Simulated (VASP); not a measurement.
The system is Be.

```
Be
1.0
     2.06156    0.00000    0.00000
     0.00000    2.06156    0.00000
     0.00000    0.00000    2.06156
Be
1
Direct
  0.00000 0.00000 0.00000
```

| Property | Result |
| --- | --- |
| Program | VASP 6.6.1 |
| Task | relaxation of cell and atoms |
| Functional | PBE |
| Potentials or basis | VASP PAW PBE potentials, release 64 (Be) |
| Cutoff | 600 eV |
| k mesh | 15 × 15 × 15 |
| Occupations | fermi-dirac, width 0.1 eV |
| Spin | no spin polarisation |

At the start: pressure 15.5 GPa; volume 8.76 Å³/atom.

Question: How do energy, volume and symmetry change on relaxing?

Answer: Over 4 steps the energy falls by 64.9 meV/atom and the volume is 10.27 Å³/atom (+17.2 %); space group Pm-3m (No. 221, to 0.05 Å).

The path:
```tsv
step	energy change (eV)	largest force (eV/Å)	pressure (GPa)	volume (Å³)
1	0.0000	0.0000	15.49	8.76
2	-0.0613	0.0000	3.09	9.88
3	-0.0649	0.0000	-0.43	10.33
4	-0.0649	0.0000	-0.02	10.27
```

Final structure:
```
Be
1.0
     2.17373    0.00000    0.00000
     0.00000    2.17373    0.00000
     0.00000    0.00000    2.17373
Be
1
Direct
  0.00000 0.00000 0.00000
```

Caveat: the volume moved by over 15 % at a fixed basis, so the end points are rough.
